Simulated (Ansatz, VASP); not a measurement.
# Ti in VASP and in Ansatz

Contents of INCAR:

```
SYSTEM = Ti
PREC = Accurate
ENCUT = 500
EDIFF = 1E-6
ISMEAR = -1
SIGMA = 0.05
LREAL = .False.
LASPH = .True.
NELM = 120
ALGO = Normal
ISIF = 2
LWAVE = .False.
LCHARG = .False.
NBANDS = 19
GGA_COMPAT = .False.
```

Contents of KPOINTS:

```
regular mesh
0
Gamma
  14 14 8
  0 0 0
```

The input POSCAR:

```
Ti
1.0
    2.9499978604      0.0000000000      0.0000000000
   -1.4749989302      2.5547730882      0.0000000000
    0.0000000000      0.0000000000      4.6860000000
Ti
2
Direct
    0.3333333333      0.6666666667      0.2500000000
    0.6666666667      0.3333333333      0.7500000000
```

Input for Ansatz:

```yaml
crystal:
  lattice:
    - [2.9499978604, 0.0, 0.0]
    - [-1.4749989302, 2.5547730882, 0.0]
    - [0.0, 0.0, 4.686]
  atoms:
    - { symbol: Ti, position: [0.3333333333, 0.6666666667, 0.25] }
    - { symbol: Ti, position: [0.6666666667, 0.3333333333, 0.75] }
kpoints:
  mp_grid: { grid: [14, 14, 8] }
  band_path:
    path:
      - [0.0, 0.0, 0.0]
      - [0.5, 0.0, 0.0]
      - [0.3333333333, 0.3333333333, 0.0]
      - [0.0, 0.0, 0.0]
      - [0.0, 0.0, 0.5]
      - [0.5, 0.0, 0.5]
      - [0.3333333333, 0.3333333333, 0.5]
      - [0.0, 0.0, 0.5]
      - [0.5, 0.0, 0.5]
    npoints: 5
scf:
  occupations: { method: fermi_dirac, width: 0.05 }
hamiltonian:
  xc: lda
  pseudopotentials: { kind: all_electron, lapw: { basis_error: 0.00025 } }
output:
  forces: true
  stress: true
  eigenvalues: true
```

Alike in both runs: task single point; functional LDA; k mesh 14 × 14 × 8; occupations fermi-dirac, width 0.05 eV; no spin polarisation.

```csv
,VASP,Ansatz
version,VASP 6.6.1,Ansatz 0.2.0
potentials or method,"VASP PAW LDA potentials, release 64 (Ti_sv), cutoff 500 eV","all-electron LAPW, scalar-relativistic"
```

```csv
,VASP,Ansatz,Ansatz less VASP
pressure (GPa),-10.0,-9.9,+0.08
"traceless stress, the component that is largest in VASP (GPa)",-0.41,-0.42,-0.003
```

LDA's correlation is that of Perdew and Zunger in VASP and of Perdew and Wang (1992) in Ansatz. Ansatz ran all-electron here, and VASP with PAW potentials.
